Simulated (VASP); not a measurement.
Runs of VASP 6.6.1 on Be2BiSb3. The structure is that of space group P6/mmm (No. 191), or close to it. The cells are those of the table. 

| task | cell | k mesh | cutoff (eV) | gap on the mesh (eV) | pressure (GPa) | relaxed volume (Å³/atom) |
| --- | --- | --- | --- | --- | --- | --- |
| relaxation of cell and atoms | relaxed from a = 6.653, b = 6.653, c = 3.606 Å, angles 90.0, 90.0, 120.0°, 6 atoms | 6 × 6 × 10 | 600 | none | 0.0 | 22.98 |
| single point | a = 6.653, b = 6.653, c = 3.606 Å, angles 90.0, 90.0, 120.0°, 6 atoms | 3 × 3 × 6 | 520 | none | 0.0 | - |
| single point | a = 6.599, b = 6.599, c = 3.654 Å, angles 90.0, 90.0, 120.0°, 6 atoms | 6 × 6 × 10 | 520 | none | 0.0 | - |
| single point | a = 6.173, b = 6.173, c = 3.487 Å, angles 90.0, 90.0, 120.0°, 6 atoms | 3 × 3 × 6 | 520 | none | 16.5 | - |
| relaxation of cell and atoms | relaxed from a = 6.173, b = 6.173, c = 3.487 Å, angles 90.0, 90.0, 120.0°, 6 atoms | 3 × 3 × 6 | 600 | none | -0.1 | (a) |

Alike in all rows: level PBE; potentials or basis VASP PAW PBE potentials, release 64 (Be, Sb, Bi_d); no spin polarisation; smearing gaussian 0.1 eV.

Question: Fill in the values left out.

Answer: (a) 23.08.

Caveats: some runs use coarse meshes; spin-orbit coupling is left out, which moves the levels of the heavy elements; the volume moved by over 15 % at a fixed basis, so the end points are rough (some runs).

A k mesh can miss the band edges, and the runs leave out spin-orbit coupling on Bi, Sb.

A gap of «none» marks levels without a gap at the run's occupations.
